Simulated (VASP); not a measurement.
# PbS (Fm-3m) in VASP: a series of runs

The runs below take PbS through relaxation of cell and atoms, with LDA, PBE.

All numbers are computed with VASP 6.6.1; they aren't measurements. Logs are shortened: lines on timing, memory, paths and dates and some standing lists are left out, and cuts for length are marked.

### 1 The cell of the first run

The structure is cubic, space group Fm-3m (No. 225). The conventional cell has a = 6.008 Å, b = 6.008 Å, c = 6.008 Å, α = 90.00°, β = 90.00°, γ = 90.00°. Within 4.0 Å of Pb (site symmetry m-3m) lie 6 S at 3.00 Å. Within 4.0 Å of S (site symmetry m-3m) lie 6 Pb at 3.00 Å.

### 2 Relaxation of cell and atoms, LDA

INCAR reads:

```
PREC     = Accurate       # precision mode
ENCUT    = 600            # plane-wave cutoff, eV
EDIFF    = 1E-7           # SCF threshold, eV
ISMEAR   = -1             # smearing method
SIGMA    = 0.02           # smearing width, eV
LREAL    = False          # projectors in reciprocal space
LASPH    = True           # aspherical terms in the spheres
NELM     = 100            # most SCF steps
ALGO     = Normal         # electronic algorithm
ISIF     = 3              # what is computed and relaxed
LWAVE    = False          # write WAVECAR
LCHARG   = False          # write CHGCAR
IBRION   = 2              # ionic algorithm
NSW      = 80             # ionic steps
EDIFFG   = -0.005         # ionic threshold
```

KPOINTS reads:

```
regular mesh
0
Gamma
  6 6 6
```

POSCAR reads:

```
PbS
1.0
    0.0000000000      3.0038467828      3.0038467828
    3.0038467828      0.0000000000      3.0038467828
    3.0038467828      3.0038467828      0.0000000000
Pb S
1 1
Direct
    0.0000000000      0.0000000000      0.0000000000
    0.5000000000      0.5000000000      0.5000000000
```

Potentials or basis: VASP PAW LDA potentials, release 64 (Pb_d, S).

Run with:

```console
cat potpaw_LDA.64/Pb_d/POTCAR potpaw_LDA.64/S/POTCAR > POTCAR
mpirun -np 1 vasp_std > vasp.out
```

OUTCAR:

```text
PREC = Accurate
   ENCUT = 600
   EDIFF = 1E-7
   ISMEAR = -1
   LREAL = False
   LASPH = True
   NELM = 100
   ISIF = 3
   IBRION = 2
   NSW = 80
   EDIFFG = -0.005

 ion  position               nearest neighbor table
   1  0.000  0.000  0.000-   2 3.00   2 3.00   2 3.00   2 3.00   2 3.00   2 3.00
   2  0.500  0.500  0.500-   1 3.00   1 3.00   1 3.00   1 3.00   1 3.00   1 3.00

  LATTYP: Found a face centered cubic cell.
 ALAT       =     6.0076935656

  Lattice vectors:

 A1 = (   0.0000000000,   3.0038467828,   3.0038467828)
 A2 = (   3.0038467828,   0.0000000000,   3.0038467828)
 A3 = (   3.0038467828,   3.0038467828,   0.0000000000)

Analysis of symmetry for initial positions (statically):
=====================================================================
 Subroutine PRICEL returns:
 Original cell was already a primitive cell.

 Routine SETGRP: Setting up the symmetry group for a
 face centered cubic supercell.

 Subroutine GETGRP returns: Found 48 space group operations
 (whereof 48 operations were pure point group operations)
 out of a pool of 48 trial point group operations.

The static configuration has the point symmetry O_h .

Analysis of symmetry for dynamics (positions and initial velocities):
=====================================================================
 Subroutine PRICEL returns:
 Original cell was already a primitive cell.

 Routine SETGRP: Setting up the symmetry group for a
 face centered cubic supercell.

 Subroutine GETGRP returns: Found 48 space group operations
 (whereof 48 operations were pure point group operations)
 out of a pool of 48 trial point group operations.

The dynamic configuration has the point symmetry O_h .

 Subroutine INISYM returns: Found 48 space group operations
 (whereof 48 operations are pure point group operations),
 and found     1 'primitive' translations

----------------------------------------------------------------------------------------

                                     Primitive cell

  volume of cell :      54.2080

  direct lattice vectors                    reciprocal lattice vectors
     0.000000000  3.003846783  3.003846783    -0.166453230  0.166453230  0.166453230
     3.003846783  0.000000000  3.003846783     0.166453230 -0.166453230  0.166453230
     3.003846783  3.003846783  0.000000000     0.166453230  0.166453230 -0.166453230

  length of vectors
     4.248080860  4.248080860  4.248080860     0.288305452  0.288305452  0.288305452

  position of ions in fractional coordinates (direct lattice)
     0.000000000  0.000000000  0.000000000
     0.500000000  0.500000000  0.500000000

  ion indices of the primitive-cell ions
   primitive index   ion index
                 1           1
                 2           2

----------------------------------------------------------------------------------------

 KPOINTS: regular mesh
[... 59 lines left out ...]
   EDIFF  = 0.1E-06   stopping-criterion for ELM
   LREAL  =      F    real-space projection
   EDIFFG = -.5E-02   stopping-criterion for IOM
   NSW    =     80    number of steps for IOM
   IBRION =      2    ionic relax: 0-MD 1-quasi-New 2-CG
   NFREE  =      1    steps in history (QN), initial steepest desc. (CG)
   ISIF   =      3    stress and relaxation
   ISYM   =      2    0-nonsym 1-usesym 2-fastsym
   POTIM  = 0.5000    time-step for ionic-motion
   TEBEG  =    0.0;   TEEND  =   0.0 temperature during run
   PSTRESS=    0.0 pullay stress
   NELECT =      20.0000    total number of electrons
   NUPDOWN=      -1.0000    fix difference up-down
   EMIN   =  10.00;   EMAX   =-10.00  energy-range for DOS
   EFERMI =   0.00;   METHOD = LEGACY
   ISMEAR =    -1;   SIGMA  =   0.02  broadening in eV -4-tet -1-fermi 0-gaus
   EFERMI_NEDOS =   21; number of points for ismear=-14 and -15
   IALGO  =     38    algorithm
   IMIX   =      4    mixing-type and parameters
     AMIX     =   0.40;   BMIX     =  1.00
     AMIX_MAG =   1.60;   BMIX_MAG =  1.00
  volume/ion in A,a.u.               =      27.10       182.91
  Fermi-wavevector in a.u.,A,eV,Ry     =   1.174168  2.218857 18.757964  1.378671
  Thomas-Fermi vector in A             =   2.310570
   LORBIT       =      0    0 simple, 1 ext, 2 COOP (PROOUT), +10 PAW based schemes
   GGA     = CA    functional components
   LHFCALC =     F    Hartree Fock is set to
   AEXX    =    0.0000 exact exchange contribution
   IVDW    =     0    specifies the selected vdW correction
   LEPSILON=     F    determine dielectric tensor
   LRPA    =     F    only Hartree local field effects (RPA)
 conjugate gradient relaxation of ions
 non-spin polarized calculation
  energy-cutoff  :      600.00
  volume of cell :       54.21
 maximum number of plane-waves:      1821
 NGX is ok and might be reduce to    36
   NGX = 17   NGY = 17   NGZ = 17

--------------------------------------- Ionic step        1  -------------------------------------------

 number of electron      19.9999998 magnetization

 Free energy of the ion-electron system (eV)
  ---------------------------------------------------
  ext. energy  EPLUGINS =         0.00000000
  ---------------------------------------------------
  free energy    TOTEN  =        -9.94018721 eV

  energy without entropy =       -9.94018424  energy(sigma->0) =       -9.94018572

 E-fermi :   5.2285     XC(G=0):  -9.8560

 val. band max:        5.0593735737   @ k =   0.5000   0.0000   0.0000
 cond. band min:       5.3976887501   @ k =   0.5000   0.0000   0.0000
 fundamental gap:      0.3383151765
 Fermi energy:         5.2285310975

 k-point     1 :       0.0000    0.0000    0.0000
  band No.  band energies     occupation
      1     -11.6154      2.00000
      2     -11.6154      2.00000
      3     -11.6154      2.00000
      4     -11.6053      2.00000
      5     -11.6053      2.00000
      6      -8.1365      2.00000
      7      -1.0534      2.00000
      8       3.1191      2.00000
      9       3.1191      2.00000
     10       3.1191      2.00000
     11      10.0553      0.00000
     12      10.0553      0.00000
     13      10.0553      0.00000
     14      11.8320      0.00000
[... 360 lines left out ...]
--------------------------------------- Ionic step        4  -------------------------------------------

 number of electron      20.0000001 magnetization

 Free energy of the ion-electron system (eV)
  ---------------------------------------------------
  ext. energy  EPLUGINS =         0.00000000
  ---------------------------------------------------
  free energy    TOTEN  =       -10.00244407 eV

  energy without entropy =      -10.00161915  energy(sigma->0) =      -10.00203161

 E-fermi :   6.2563     XC(G=0): -10.2305

 val. band max:        6.2338057603   @ k =   0.5000   0.0000   0.0000
 cond. band min:       6.2788155760   @ k =   0.5000   0.0000   0.0000
 fundamental gap:      0.0450098157
 Fermi energy:         6.2563106682

 k-point     1 :       0.0000    0.0000    0.0000
  band No.  band energies     occupation
      1     -10.6744      2.00000
      2     -10.6744      2.00000
      3     -10.6744      2.00000
      4     -10.6672      2.00000
      5     -10.6672      2.00000
      6      -7.7974      2.00000
      7       0.1810      2.00000
      8       3.7955      2.00000
      9       3.7955      2.00000
     10       3.7955      2.00000
     11      11.3824      0.00000
     12      11.3824      0.00000
     13      11.3824      0.00000
     14      12.7180      0.00000
[... 282 lines left out ...]
  FREE ENERGIE OF THE ION-ELECTRON SYSTEM (eV)
  ---------------------------------------------------
  free  energy   TOTEN  =       -10.0024440694 eV

  energy  without entropy=      -10.0016191513  energy(sigma->0) =      -10.00203161

 reached required accuracy - stopping structural energy minimisation
```

It took 40 s on 1 thread of Intel Xeon 6455B, shared host; peak memory 0.18 GiB.

What came out:

```yaml
Free_energy: -10.0024 eV
Relaxed_volume: 24.98 Å³/atom
Relaxed_cell: a = 4.134 Å, b = 4.134 Å, c = 4.134 Å, α = 60.00°, β = 60.00°, γ = 60.00°
Space_group_after_relaxing_to_0.05_Å: Fm-3m (No. 225)
Energy_gained_by_relaxing: 31.1 meV/atom
Ionic_steps: 4
Pressure_after_relaxing: 0.0 GPa
Band_gap_on_the_k_mesh: 0.04 eV, direct
```

Step by step:
| step | energy change (eV) | largest force (eV/Å) | pressure (GPa) | volume (Å³) |
| --- | --- | --- | --- | --- |
| 1 | 0.0000 | 0.0000 | -4.41 | 54.21 |
| 2 | -0.0556 | 0.0000 | 1.59 | 48.56 |
| 3 | -0.0623 | 0.0000 | 0.05 | 49.87 |
| 4 | -0.0623 | 0.0000 | -0.02 | 49.96 |

Final structure:
```cif
data_structure
_symmetry_space_group_name_H-M 'P 1'
_symmetry_Int_Tables_number 1
_cell_length_a 4.1340
_cell_length_b 4.1340
_cell_length_c 4.1340
_cell_angle_alpha 60.000
_cell_angle_beta 60.000
_cell_angle_gamma 60.000
_cell_volume 49.96
loop_
_atom_site_label
_atom_site_type_symbol
_atom_site_fract_x
_atom_site_fract_y
_atom_site_fract_z
_atom_site_occupancy
Pb1 Pb 0.00000 0.00000 0.00000 1
S1 S 0.50000 0.50000 0.50000 1
```

Caveat: spin-orbit coupling is left out, which moves the levels of the heavy elements. A k mesh can miss the band edges.

### 3 Relaxation of cell and atoms, PBE

This run uses another cell than the first one, of 18.86 Å³/atom, 0.696 times its volume.

INCAR reads:

```
SYSTEM = PbS
PREC     = Accurate       ! precision mode
ENCUT    = 600            ! plane-wave cutoff, eV
EDIFF    = 1E-6           ! SCF threshold, eV
ISMEAR   = -1             ! smearing method
SIGMA    = 0.02           ! smearing width, eV
LREAL    = .False.        ! projectors in reciprocal space
LASPH    = .True.         ! aspherical terms in the spheres
NELM     = 100            ! most SCF steps
ALGO     = Normal         ! electronic algorithm
ISIF     = 3              ! what is computed and relaxed
LWAVE    = .False.        ! write WAVECAR
LCHARG   = .False.        ! write CHGCAR
GGA      = PE             ! functional
IBRION   = 2              ! ionic algorithm
NSW      = 80             ! ionic steps
EDIFFG   = -0.005         ! ionic threshold
```

KPOINTS reads:

```
Automatic mesh
0
Gamma
  8 8 8
  0 0 0
```

POSCAR reads:

```
PbS
1.0
    0.0000000000      2.6616250000      2.6616250000
    2.6616250000      0.0000000000      2.6616250000
    2.6616250000      2.6616250000      0.0000000000
Pb S
1 1
Direct
    0.0000000000      0.0000000000      0.0000000000
    0.5000000000      0.5000000000      0.5000000000
```

Potentials or basis: VASP PAW PBE potentials, release 64 (Pb_d, S).

Run with:

```console
cat potpaw_PBE.64/Pb_d/POTCAR potpaw_PBE.64/S/POTCAR > POTCAR
mpirun -np 1 vasp_std > vasp.out
```

OUTCAR:

```text
SYSTEM = PbS
   PREC = Accurate
   ENCUT = 600
   EDIFF = 1E-6
   ISMEAR = -1
   LREAL = .False.
   LASPH = .True.
   NELM = 100
   ISIF = 3
   GGA = PE
   IBRION = 2
   NSW = 80
   EDIFFG = -0.005

 ion  position               nearest neighbor table
   1  0.000  0.000  0.000-   2 2.66   2 2.66   2 2.66   2 2.66   2 2.66   2 2.66
   2  0.500  0.500  0.500-   1 2.66   1 2.66   1 2.66   1 2.66   1 2.66   1 2.66

  LATTYP: Found a face centered cubic cell.
 ALAT       =     5.3232500000

  Lattice vectors:

 A1 = (   0.0000000000,   2.6616250000,   2.6616250000)
 A2 = (   2.6616250000,   0.0000000000,   2.6616250000)
 A3 = (   2.6616250000,   2.6616250000,   0.0000000000)

Analysis of symmetry for initial positions (statically):
=====================================================================
 Subroutine PRICEL returns:
 Original cell was already a primitive cell.

 Routine SETGRP: Setting up the symmetry group for a
 face centered cubic supercell.

 Subroutine GETGRP returns: Found 48 space group operations
 (whereof 48 operations were pure point group operations)
 out of a pool of 48 trial point group operations.

The static configuration has the point symmetry O_h .

Analysis of symmetry for dynamics (positions and initial velocities):
=====================================================================
 Subroutine PRICEL returns:
 Original cell was already a primitive cell.

 Routine SETGRP: Setting up the symmetry group for a
 face centered cubic supercell.

 Subroutine GETGRP returns: Found 48 space group operations
 (whereof 48 operations were pure point group operations)
 out of a pool of 48 trial point group operations.

The dynamic configuration has the point symmetry O_h .

 Subroutine INISYM returns: Found 48 space group operations
 (whereof 48 operations are pure point group operations),
 and found     1 'primitive' translations

----------------------------------------------------------------------------------------

                                     Primitive cell

[... 82 lines left out ...]
   ISTART =      0    job   : 0-new  1-cont  2-samecut
   ICHARG =      2    charge: 1-file 2-atom 10-const
   ISPIN  =      1    spin polarized calculation?
   LNONCOLLINEAR =      F non collinear calculations
   LSORBIT =      F    spin-orbit coupling
   LASPH  =      T    aspherical Exc in radial PAW
   ENCUT  =  600.0 eV  44.10 Ry    6.64 a.u.   7.52  7.52  7.52*2*pi/ulx,y,z
   NELM   =    100;   NELMIN=  2; NELMDL= -5     # of ELM steps
   EDIFF  = 0.1E-05   stopping-criterion for ELM
   LREAL  =      F    real-space projection
   EDIFFG = -.5E-02   stopping-criterion for IOM
   NSW    =     80    number of steps for IOM
   IBRION =      2    ionic relax: 0-MD 1-quasi-New 2-CG
   NFREE  =      1    steps in history (QN), initial steepest desc. (CG)
   ISIF   =      3    stress and relaxation
   ISYM   =      2    0-nonsym 1-usesym 2-fastsym
   POTIM  = 0.5000    time-step for ionic-motion
   TEBEG  =    0.0;   TEEND  =   0.0 temperature during run
   PSTRESS=    0.0 pullay stress
   NELECT =      20.0000    total number of electrons
   NUPDOWN=      -1.0000    fix difference up-down
   EMIN   =  10.00;   EMAX   =-10.00  energy-range for DOS
   EFERMI =   0.00;   METHOD = LEGACY
   ISMEAR =    -1;   SIGMA  =   0.02  broadening in eV -4-tet -1-fermi 0-gaus
   EFERMI_NEDOS =   21; number of points for ismear=-14 and -15
   IALGO  =     38    algorithm
   IMIX   =      4    mixing-type and parameters
     AMIX     =   0.40;   BMIX     =  1.00
     AMIX_MAG =   1.60;   BMIX_MAG =  1.00
  volume/ion in A,a.u.               =      18.86       127.24
  Fermi-wavevector in a.u.,A,eV,Ry     =   1.325139  2.504149 23.891725  1.755992
  Thomas-Fermi vector in A             =   2.454622
   LORBIT       =      0    0 simple, 1 ext, 2 COOP (PROOUT), +10 PAW based schemes
   GGA     = PE    functional components
   LHFCALC =     F    Hartree Fock is set to
   AEXX    =    0.0000 exact exchange contribution
   IVDW    =     0    specifies the selected vdW correction
   LEPSILON=     F    determine dielectric tensor
   LRPA    =     F    only Hartree local field effects (RPA)
 conjugate gradient relaxation of ions
 non-spin polarized calculation
  energy-cutoff  :      600.00
  volume of cell :       37.71
 maximum number of plane-waves:      1283
   NGX = 15   NGY = 15   NGZ = 15

--------------------------------------- Ionic step        1  -------------------------------------------

 number of electron      20.0000001 magnetization

 Free energy of the ion-electron system (eV)
  ---------------------------------------------------
  ext. energy  EPLUGINS =         0.00000000
  ---------------------------------------------------
  free energy    TOTEN  =        -7.23529167 eV

  energy without entropy =       -7.23529167  energy(sigma->0) =       -7.23529167

 E-fermi :  10.7785     XC(G=0): -11.3103

 val. band max:       10.4068148945   @ k =  -0.2500   0.1250   0.0000
 cond. band min:      11.1493258015   @ k =  -0.3750   0.1250   0.0000
 fundamental gap:      0.7425109070
 Fermi energy:        10.7785091283
[... 896 lines left out ...]
--------------------------------------- Ionic step        3  -------------------------------------------

 number of electron      20.0000001 magnetization

 Free energy of the ion-electron system (eV)
  ---------------------------------------------------
  ext. energy  EPLUGINS =         0.00000000
  ---------------------------------------------------
  free energy    TOTEN  =        -8.76368586 eV

  energy without entropy =       -8.76368583  energy(sigma->0) =       -8.76368585

 E-fermi :   5.5472     XC(G=0):  -9.5064

 val. band max:        5.2996860312   @ k =   0.5000   0.0000   0.0000
 cond. band min:       5.7946333024   @ k =   0.5000   0.0000   0.0000
 fundamental gap:      0.4949472712
 Fermi energy:         5.5471557481
[... 437 lines left out ...]
  FREE ENERGIE OF THE ION-ELECTRON SYSTEM (eV)
  ---------------------------------------------------
  free  energy   TOTEN  =        -8.7636858638 eV

  energy  without entropy=       -8.7636858285  energy(sigma->0) =       -8.76368585

 reached required accuracy - stopping structural energy minimisation
```

Wall time 51 s (1 thread of Intel Xeon 6455B, shared host); peak memory 0.18 GiB.

What came out:

```yaml
Free_energy: -8.7637 eV
Relaxed_volume: 27.08 Å³/atom
Relaxed_cell: a = 4.247 Å, b = 4.247 Å, c = 4.247 Å, α = 60.00°, β = 60.00°, γ = 60.00°
Space_group_after_relaxing_to_0.05_Å: Fm-3m (No. 225)
Energy_gained_by_relaxing: 764.2 meV/atom
Ionic_steps: 3
Pressure_after_relaxing: 0.0 GPa
Band_gap_on_the_k_mesh: 0.49 eV, direct
```

The path:
```
step  energy change (eV)  largest force (eV/Å)  pressure (GPa)  volume (Å³)
   1              0.0000                0.0000           40.81        37.71
   2             -1.0269                0.0000           -7.80        70.47
   3             -1.5284                0.0000            0.03        54.17
```

Final structure:
```
CELL_PARAMETERS angstrom
0.00000 3.00311 3.00311
3.00311 0.00000 3.00311
3.00311 3.00311 0.00000
ATOMIC_POSITIONS crystal
Pb 0.00000 0.00000 0.00000
S 0.50000 0.50000 0.50000
```

Caveat: the volume moved by over 15 % at a fixed basis, so the end points are rough; spin-orbit coupling is left out, which moves the levels of the heavy elements. A k mesh can miss the band edges.
